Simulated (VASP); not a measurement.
Here is a VASP 6.6.1 calculation.

POSCAR

```
Ge
1.0
    3.9817403507      0.0000000000      0.0000000000
   -1.9908701753      3.4482882878      0.0000000000
    0.0000000000      0.0000000000     10.8069948785
Ge
4
Direct
    0.0000000000      0.0000000000      0.9774520000
    0.0000000000      0.0000000000      0.4774520000
    0.3333333333      0.6666666667      0.9148480000
    0.6666666667      0.3333333333      0.4148480000
```

Contents of INCAR.step1:

```
SYSTEM = Ge
  PREC = Accurate
  ENCUT = 520
  ISMEAR = 0
  SIGMA = 0.15
  LREAL = .FALSE.
  LASPH = .TRUE.
  NELM = 80
  NBANDS = 36
  GGA = PE
  ALGO = Normal
  EDIFF = 1E-4
  LWAVE = .TRUE.
  LCHARG = .FALSE.
```

Contents of INCAR.step2:

```
SYSTEM = Ge
  PREC = Accurate
  ENCUT = 520
  EDIFF = 1E-6
  ISMEAR = 0
  SIGMA = 0.15
  LREAL = .FALSE.
  LASPH = .TRUE.
  NELM = 80
  ALGO = Normal
  ISIF = 2
  LWAVE = .FALSE.
  LCHARG = .FALSE.
  METAGGA = R2SCAN
  LMIXTAU = .TRUE.
  NBANDS = 36
  ISTART = 1
```

KPOINTS

```
Automatic mesh
0
G
  7 7 2
  0 0 0
```

Potentials or basis: VASP PAW PBE potentials, release 64 (Ge_d).

Launch:

```sh
$ cat potpaw_PBE.64/Ge_d/POTCAR > POTCAR
$ cp INCAR.step1 INCAR
$ mpirun -np 1 vasp_std > vasp.out
$ cp INCAR.step2 INCAR
$ mpirun -np 1 vasp_std > vasp.out
```

**Question.** What does it give for the largest force?

**Answer.** 0.132 eV/Å.

**Question.** Predict the pressure.

**Answer.** -0.2 GPa.

**Question.** Predict the band gap on the k mesh.

**Answer.** 0.93 eV.

Stress tensor (GPa, compression positive):
```
 0.05  0.00  0.00
 0.00  0.05  0.00
 0.00  0.00 -0.78
```

Caveat: the PAW data sets were made with another functional, which shifts forces and pressure a little. A k mesh can miss the band edges.
